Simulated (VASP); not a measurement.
A run of VASP 6.6.1:

Contents of INCAR:

```
SYSTEM = Al
  PREC = Accurate
  ENCUT = 520
  EDIFF = 1E-6
  ISMEAR = -1
  SIGMA = 0.1
  LREAL = .FALSE.
  LASPH = .TRUE.
  NELM = 60
  ALGO = Normal
  ISIF = 2
  LWAVE = .FALSE.
  LCHARG = .FALSE.
  GGA = PS
  NBANDS = 8
```

Contents of KPOINTS:

```
regular mesh
0
G
  16 16 16
  0 0 0
```

File POSCAR:

```
Al
1.0
    0.0000000000      1.8318666690      1.8318666690
    1.8318666690      0.0000000000      1.8318666690
    1.8318666690      1.8318666690      0.0000000000
Al
1
Direct
    0.0000000000      0.0000000000      0.0000000000
```

Potentials or basis: VASP PAW PBE potentials, release 64 (Al).

The run is started by

```sh
$ cat potpaw_PBE.64/Al/POTCAR > POTCAR
$ mpirun -np 1 vasp_std > vasp.out
```

Hardware: 1 thread of AMD EPYC 7R13, on a shared host.

How long does it take, and how much memory?

Wall time 18 s on 1 thread of AMD EPYC 7R13, on a shared host, peak memory 0.09 GiB. Counts: scf iterations 9, k points 145.
